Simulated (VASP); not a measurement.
**K: single point with PBEsol**

The system is K.

```
CELL_PARAMETERS angstrom
7.66051 0.00000 0.00000
-3.83026 6.63420 0.00000
0.00000 0.00000 4.55489
ATOMIC_POSITIONS crystal
K 0.00000 0.00000 0.00000
K 0.33333 0.66667 0.50000
K 0.66667 0.33333 0.50000
```

This isn't the form of K at room conditions, which is bcc.

```json
{
  "Program": "VASP 6.6.1",
  "Task": "single point",
  "Functional": "PBEsol",
  "Potentials or basis": "VASP PAW PBE potentials, release 64 (K_sv)",
  "Cutoff": "520 eV",
  "k mesh": "6 × 6 × 8",
  "Occupations": "fermi-dirac, width 0.1 eV",
  "Spin": "no spin polarisation",
  "Dipole correction": "no",
  "Further INCAR settings": "ALGO = Normal; EDIFF = 1e-07; NBANDS = 20"
}
```

```json
{"Pressure": "-0.2 GPa", "Band gap on the k mesh": "zero (an odd number of electrons rules out a gap without spin polarisation)"}
```

Levels at points of the mesh, in eV from the Fermi level:
| k point | band 9 | band 10 | band 11 | band 12 | band 13 | band 14 | band 15 | band 16 | band 17 | band 18 |
| --- | --- | --- | --- | --- | --- | --- | --- | --- | --- | --- |
| (0.00, 0.00, 0.00) | -15.57 | -15.52 | -15.52 | -15.51 | -2.09 | 1.12 | 1.12 | 1.13 | 1.13 | 1.43 |
| (0.50, 0.00, 0.00) | -15.58 | -15.52 | -15.52 | -15.51 | -1.15 | -1.15 | 0.40 | 0.61 | 2.66 | 2.78 |
| (0.00, 0.00, 0.50) | -15.58 | -15.56 | -15.52 | -15.52 | -0.24 | -0.11 | 1.81 | 1.81 | 1.90 | 1.90 |
| (0.50, 0.00, 0.50) | -15.58 | -15.55 | -15.52 | -15.52 | 0.52 | 0.53 | 0.66 | 0.68 | 1.55 | 1.83 |

Wall time 100 s on 1 thread of Intel(R) Xeon(R) Platinum 8488C (Sapphire Rapids), on a shared host, peak memory 0.4 GiB.

Caveat: the PAW data sets were made with another functional, which shifts forces and pressure a little.
